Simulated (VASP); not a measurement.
Set up this calculation in VASP 6.6.1, as the native input.

| Item | Value |
| --- | --- |
| Task | relaxation of cell and atoms |
| Functional | PBE |
| Potentials or basis | VASP PAW PBE potentials, release 64 (Zn, Ge_d) |
| Cutoff | 600 eV |
| k mesh | 8 × 8 × 8 |
| Occupations | gaussian, width 0.1 eV |
| Spin | no spin polarisation |
| Dipole correction | no |
| Further INCAR settings | ALGO = Normal; EDIFF = 1e-07; IBRION = 2; EDIFFG = -0.01; NSW = 100; ISIF = 3 |

The structure of ZnGe2 lies in POSCAR:

```
ZnGe2
1.0
    0.0000000000      3.9482198609      3.9482198609
    3.9482198609      0.0000000000      3.9482198609
    3.9482198609      3.9482198609      0.0000000000
Zn Ge
2 4
Direct
    0.5000000000      0.5000000000      0.5000000000
    0.7500000000      0.7500000000      0.7500000000
    0.1250000000      0.1250000000      0.1250000000
    0.6250000000      0.1250000000      0.1250000000
    0.1250000000      0.1250000000      0.6250000000
    0.1250000000      0.6250000000      0.1250000000
```

One way to write it, as run:

INCAR

```
SYSTEM = ZnGe2
PREC = Accurate
ENCUT = 600
EDIFF = 1E-7
ISMEAR = 0
SIGMA = 0.1
LREAL = .False.
LASPH = .True.
NELM = 80
ALGO = Normal
ISIF = 3
LWAVE = .False.
LCHARG = .False.
GGA = PE
IBRION = 2
NSW = 100
EDIFFG = -0.01
```

KPOINTS

```
regular mesh
0
Gamma
  8 8 8
  0 0 0
```

Potentials or basis: VASP PAW PBE potentials, release 64 (Zn, Ge_d).

Command:

```bash
$ cat potpaw_PBE.64/Zn/POTCAR potpaw_PBE.64/Ge_d/POTCAR > POTCAR
$ mpirun -np 1 vasp_std > vasp.out
```

Results of the run:

```yaml
Relaxed_volume: 20.01 Å³/atom
Relaxed_cell: a = 5.538 Å, b = 5.538 Å, c = 5.538 Å, α = 60.00°, β = 60.00°, γ = 60.00°
Space_group_after_relaxing_to_0.1_Å: Fd-3m (No. 227)
Energy_gained_by_relaxing: 2.1 meV/atom
Ionic_steps: 2
Pressure_after_relaxing: 0.0 GPa
Band_gap_on_the_k_mesh: zero (bands 40 and 41 overlap by 1.89 eV)
```

Run time: 8.3 min on 1 thread of AMD EPYC 7R43 64-Core Processor (Zen 3), with other jobs on the host, peak memory 0.38 GiB.
